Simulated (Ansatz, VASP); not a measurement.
**Two plane-wave programs on SiC**

```
CELL_PARAMETERS angstrom
0.00000 2.19275 2.19275
2.19275 0.00000 2.19275
2.19275 2.19275 0.00000
ATOMIC_POSITIONS crystal
Si 0.00000 0.00000 0.00000
C 0.25000 0.25000 0.25000
```

Alike in both runs: task relaxation of the atoms; functional r2SCAN; k mesh 12 × 12 × 12; occupations fermi-dirac, width 0.02 eV; no spin polarisation.

|  | VASP | Ansatz |
| --- | --- | --- |
| version | VASP 6.6.1 | Ansatz 0.2.0 |
| potentials or method | VASP PAW PBE potentials, release 64 (Si, C), cutoff 520 eV | PAW plane waves |
| valence electrons in the cell | 8 | 8 |

Ansatz gave:

| Quantity | Value |
| --- | --- |
| gap on the k mesh at the Fermi level, each at its own relaxed structure (eV) | 1.72 |

**Question.** What did VASP give for the same quantities?

**Answer.** gap on the k mesh at the Fermi level, each at its own relaxed structure (eV): 1.74.

VASP's potentials were made for PBE, not for r2SCAN. Ansatz's warnings: stress scf threshold loose.

Noted on VASP's run: the relaxation stopped at its first step, so nothing moved.
